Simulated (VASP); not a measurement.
Here is a VASP 6.6.1 calculation.

The input INCAR:

```
PREC = Accurate
ENCUT = 600
EDIFF = 1E-6
ISMEAR = 0
SIGMA = 0.1
LREAL = F
LASPH = T
NELM = 100
ALGO = Normal
ISIF = 3
LWAVE = F
LCHARG = F
GGA = PE
IBRION = 2
NSW = 90
EDIFFG = -0.04
```

The input KPOINTS:

```
Automatic mesh
0
Gamma
  4 4 4
```

The input POSCAR:

```
ZrPbO4
1.0
    3.7554252200      0.0000000000      0.0000000000
    0.0000000000      3.7554252200      0.0000000000
    0.0000000000      0.0000000000      5.3965479700
Zr Pb O
1 1 4
Direct
    0.5000000000      0.5000000000      0.5000000000
    0.0000000000      0.0000000000      0.0000000000
    0.5000000000      0.0000000000      0.7631459800
    0.0000000000      0.5000000000      0.2368540200
    0.5000000000      0.0000000000      0.2368540200
    0.0000000000      0.5000000000      0.7631459800
```

Potentials or basis: VASP PAW PBE potentials, release 64 (Zr_sv, Pb_d, O).

Command:

```bash
$ cat potpaw_PBE.64/Zr_sv/POTCAR potpaw_PBE.64/Pb_d/POTCAR potpaw_PBE.64/O/POTCAR > POTCAR
$ mpirun -np 1 vasp_std > vasp.out
```

(1) Predict the band gap on the k mesh.

(2) Predict the relaxed volume.

(3) Estimate the space group after relaxing (to 0.1 Å).

Results:

(1) zero (bands 25 and 26 overlap by 0.38 eV).

(2) 12.14 Å³/atom.

(3) P4/mmm (No. 123).

Caveat: the k points lie up to 0.42 Å⁻¹ apart in the final cell; spin-orbit coupling is left out, which moves the levels of the heavy elements.
